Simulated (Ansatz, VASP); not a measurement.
## Two plane-wave programs on SrCl2

```
Sr Cl
1.0
     0.00000    3.48550    3.48550
     3.48550    0.00000    3.48550
     3.48550    3.48550    0.00000
Sr Cl
1 2
Direct
  0.00000 0.00000 0.00000
  0.25000 0.25000 0.25000
  0.75000 0.75000 0.75000
```

Alike in both runs: task relaxation of the atoms; functional PBE; k mesh 7 × 7 × 7; occupations fermi-dirac, width 0.02 eV; no spin polarisation.

|  | VASP | Ansatz |
| --- | --- | --- |
| version | VASP 6.6.1 | Ansatz 0.2.0 |
| potentials or method | VASP PAW PBE potentials, release 64 (Sr_sv, Cl) | plane-wave PAW, scalar-relativistic |
| plane-wave cutoff (eV) | 520 | 420 |
| valence electrons in the cell | 24 | 24 |

|  | VASP | Ansatz | Ansatz less VASP |
| --- | --- | --- | --- |
| gap on the k mesh at the Fermi level, each at its own relaxed structure (eV) | 5.38 | 5.39 | +0.005 |

Ansatz's warnings: stress scf threshold loose.

Noted on VASP's run: the relaxation stopped at its first step, so nothing moved.
